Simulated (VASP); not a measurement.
Runs of VASP 6.6.1 on WC. The structure is that of space group Fm-3m (No. 225), or close to it. The cells are those of the table. 

```csv
task,cell,cutoff (eV),gap on the mesh (eV),pressure (GPa)
relaxation of cell and atoms,"relaxed to 2 GPa from a = 3.101 Å, angles 60.0°, 2 atoms",600,-,1.9
single point,"a = 3.060 Å, angles 60.0°, 2 atoms",520,none,6.2
relaxation of cell and atoms,"relaxed to -2 GPa from a = 3.101 Å, angles 60.0°, 2 atoms",600,-,-2.1
single point,"a = 3.048 Å, angles 60.0°, 2 atoms",520,none,(b)
relaxation of cell and atoms,"relaxed to 10 GPa from a = 3.101 Å, angles 60.0°, 2 atoms",600,-,9.8
relaxation of cell and atoms,"relaxed to 5 GPa from a = 3.101 Å, angles 60.0°, 2 atoms",600,-,4.9
relaxation of cell and atoms,"relaxed from a = 3.101 Å, angles 60.0°, 2 atoms",600,-,-0.2
single point,"a = 3.078 Å, angles 60.0°, 2 atoms",520,none,-0.9
single point,"a = 3.073 Å, angles 60.0°, 2 atoms",520,none,1.1
single point,"a = 3.068 Å, angles 60.0°, 2 atoms",520,none,(a)
```

Alike in all rows: level PBEsol; potentials or basis VASP PAW PBE potentials, release 64 (W_sv, C); no spin polarisation; k mesh 11 × 11 × 11; smearing methfessel-paxton 0.1 eV.

Question: Estimate the missing entries.

Answer: (a) 3.2; (b) 11.2.

Caveats: the PAW data sets were made with another functional, which shifts forces and pressure a little; spin-orbit coupling is left out, which moves the levels of the heavy elements; the bands computed are all filled at some k points, so no gap is given (some runs); the cell is relaxed towards a set pressure, so the enthalpy falls and the energy may rise (some runs).

A k mesh can miss the band edges, and the runs leave out spin-orbit coupling on W.

A gap of «none» marks levels without a gap at the run's occupations.
